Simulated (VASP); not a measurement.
Write the native input for VASP 6.6.1 that does the following.

```yaml
Task: single point
Functional: PBE
Potentials_or_basis: VASP PAW PBE potentials, release 64 (Os, Au)
Cutoff: 520 eV
k_mesh: 6 × 6 × 6
Occupations: gaussian, width 0.1 eV
Spin: no spin polarisation
Dipole_correction: no
Further_INCAR_settings: ALGO = Fast; EDIFF = 1e-07; NBANDS = 20
```

The structure of Os2Au lies in POSCAR:

```
Os2Au
1.0
    0.0000000000      2.9998516611      2.9998516611
    2.9998516611      0.0000000000      2.9998516611
    2.9998516611      2.9998516611      0.0000000000
Os Au
2 1
Direct
    0.2500000000      0.2500000000      0.2500000000
    0.7500000000      0.7500000000      0.7500000000
    0.0000000000      0.0000000000      0.0000000000
```

These files were run (other wordings do the same):

INCAR

```
  PREC = Accurate
  ENCUT = 520
  EDIFF = 1E-7
  ISMEAR = 0
  SIGMA = 0.1
  LREAL = False
  LASPH = True
  NELM = 80
  ALGO = Fast
  ISIF = 2
  LWAVE = False
  LCHARG = True
  GGA = PE
  LELF = True
  LVHAR = True
  NBANDS = 20
```

KPOINTS

```
Automatic mesh
0
Gamma
  6 6 6
```

Potentials or basis: VASP PAW PBE potentials, release 64 (Os, Au).

The run is started by

```console
$ cat potpaw_PBE.64/Os/POTCAR potpaw_PBE.64/Au/POTCAR > POTCAR
$ mpirun -np 1 vasp_std > vasp.out
```

It gave:

```
Pressure : -0.5 GPa
```

Run time: 22 s on 1 thread of Intel(R) Xeon(R) Platinum 8259CL CPU @ 2.50GHz (Skylake/Cascade Lake) (shared host), peak memory 0.18 GiB.
